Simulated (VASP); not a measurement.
Runs of VASP 6.6.1 on Sn. The structure is that of space group Im-3m (No. 229), or close to it. The cells are those of the table. 

```tsv
cell	gap on the mesh (eV)	pressure (GPa)
a = 3.388 Å, angles 109.5°, 1 atom	none	-6.8
a = 3.282 Å, angles 109.5°, 1 atom	none	-3.6
a = 3.226 Å, angles 109.5°, 1 atom	none	(a)
a = 3.309 Å, angles 109.5°, 1 atom	none	-4.6
a = 3.362 Å, angles 109.5°, 1 atom	none	(b)
```

Alike in all rows: task single point; level LDA; potentials or basis VASP PAW LDA potentials, release 64 (Sn_d); no spin polarisation; k mesh 12 × 12 × 12; cutoff (eV) 500; smearing methfessel-paxton 0.15 eV.

Estimate the missing entries.

(a) -1.1; (b) -6.1.

Caveats: spin-orbit coupling is left out, which moves the levels of the heavy elements.

A k mesh can miss the band edges, and the runs leave out spin-orbit coupling on Sn.

A gap of «none» marks levels without a gap at the run's occupations.
